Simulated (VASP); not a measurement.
TbC4:

```
Tb C
1.0
     4.47053    0.00000    0.00000
     0.00000    4.47053    0.00000
     0.00000    0.00000    4.47053
Tb C
1 4
Direct
  0.00000 0.00000 0.00000
  0.50000 0.00000 0.00000
  0.00000 0.50000 0.00000
  0.00000 0.00000 0.50000
  0.50000 0.50000 0.50000
```

The cell was built from a structure type or drawn by symmetry, and may not be a known phase.

* Program: VASP 6.6.1
* Task: relaxation of cell and atoms
* Functional: PBE
* Potentials or basis: VASP PAW PBE potentials, release 64 (Tb_3, C), 4f in core
* Cutoff: 600 eV
* k mesh: 4 × 4 × 4
* Occupations: gaussian, width 0.1 eV
* Spin: no spin polarisation

At the start: pressure 4.0 GPa; volume 17.87 Å³/atom.

**Question.** Where does the relaxation end?

**Answer.** Over 3 steps the energy falls by 20.7 meV/atom and the volume is 19.47 Å³/atom (+9.0 %); space group Pm-3m (No. 221, to 0.1 Å) before and after.

The path:
```tsv
step	energy change (eV)	largest force (eV/Å)	pressure (GPa)	volume (Å³)
1	0.0000	0.0000	4.05	89.35
2	-0.0969	0.0000	1.07	95.31
3	-0.1037	0.0000	-0.01	97.36
```

Final structure:
```xyz
5
Lattice="4.6004 0.0000 0.0000 0.0000 4.6004 0.0000 0.0000 0.0000 4.6004" Properties=species:S:1:pos:R:3 pbc="T T T"
Tb    0.0000    0.0000    0.0000
C     2.3002    0.0000    0.0000
C     0.0000    2.3002    0.0000
C     0.0000    0.0000    2.3002
C     2.3002    2.3002    2.3002
```
